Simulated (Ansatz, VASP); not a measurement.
**One calculation of MgSe, two programs**

```
CELL_PARAMETERS angstrom
0.00000 2.68866 2.68866
2.68866 0.00000 2.68866
2.68866 2.68866 0.00000
ATOMIC_POSITIONS crystal
Mg 0.00000 0.00000 0.00000
Se 0.50000 0.50000 0.50000
```

Alike in both runs: task single point; functional PBE; k mesh 12 × 12 × 12; occupations fermi-dirac, width 0.02 eV; no spin polarisation.

|  | VASP | Ansatz |
| --- | --- | --- |
| version | VASP 6.6.1 | Ansatz 0.2.0 |
| potentials or method | VASP PAW PBE potentials, release 64 (Mg, Se), cutoff 600 eV | all-electron LAPW, scalar-relativistic |

VASP gave:

- gap on the k mesh at the Fermi level (eV): 1.87
- pressure (GPa): 5.0

Question: Estimate Ansatz's values.

Answer: gap on the k mesh at the Fermi level (eV): 1.89; pressure (GPa): 5.1.

Ansatz ran all-electron here, and VASP with PAW potentials.
